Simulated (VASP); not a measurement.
Crystal: Ca2H3.

```
Ca H
1.0
     3.78359    0.00000    0.00000
    -1.89180    3.27669    0.00000
     0.00000    0.00000    5.88665
Ca H
2 3
Direct
  0.33333 0.66667 0.24500
  0.66667 0.33333 0.75500
  0.00000 0.00000 0.00000
  0.33333 0.66667 0.64500
  0.66667 0.33333 0.35500
```

* Program: VASP 6.6.1
* Task: relaxation of cell and atoms
* Functional: PBE
* Potentials or basis: VASP PAW PBE potentials, release 64 (Ca_sv, H)
* Cutoff: 600 eV
* k mesh: 6 × 6 × 4
* Occupations: gaussian, width 0.1 eV
* Spin: no spin polarisation

At the start: pressure -0.5 GPa; volume 14.60 Å³/atom.

**Question.** How do energy, volume and symmetry change on relaxing?

**Answer.** Over 7 steps the energy falls by 10.1 meV/atom and the volume is 14.57 Å³/atom (-0.2 %); space group P-3m1 (No. 164, to 0.05 Å).

Step by step:
| step | energy change (eV) | largest force (eV/Å) | pressure (GPa) | volume (Å³) |
| --- | --- | --- | --- | --- |
| 1 | 0.0000 | 0.5317 | -0.55 | 72.98 |
| 2 | -0.0261 | 0.3625 | -0.17 | 72.46 |
| 3 | -0.0458 | 0.0835 | 0.77 | 71.39 |
| 4 | -0.0460 | 0.0870 | 0.66 | 71.50 |
| 5 | -0.0494 | 0.0620 | 0.25 | 72.26 |
| 6 | -0.0504 | 0.0408 | -0.10 | 72.94 |
| 7 | -0.0507 | 0.0288 | -0.05 | 72.86 |

Final structure:
```cif
data_structure
_symmetry_space_group_name_H-M 'P 1'
_symmetry_Int_Tables_number 1
_cell_length_a 3.7790
_cell_length_b 3.7790
_cell_length_c 5.8912
_cell_angle_alpha 90.000
_cell_angle_beta 90.000
_cell_angle_gamma 120.000
_cell_volume 72.86
loop_
_atom_site_label
_atom_site_type_symbol
_atom_site_fract_x
_atom_site_fract_y
_atom_site_fract_z
_atom_site_occupancy
Ca1 Ca 0.33333 0.66667 0.25903 1
Ca2 Ca 0.66667 0.33333 0.74097 1
H1 H 0.00000 0.00000 0.00000 1
H2 H 0.33333 0.66667 0.65127 1
H3 H 0.66667 0.33333 0.34873 1
```
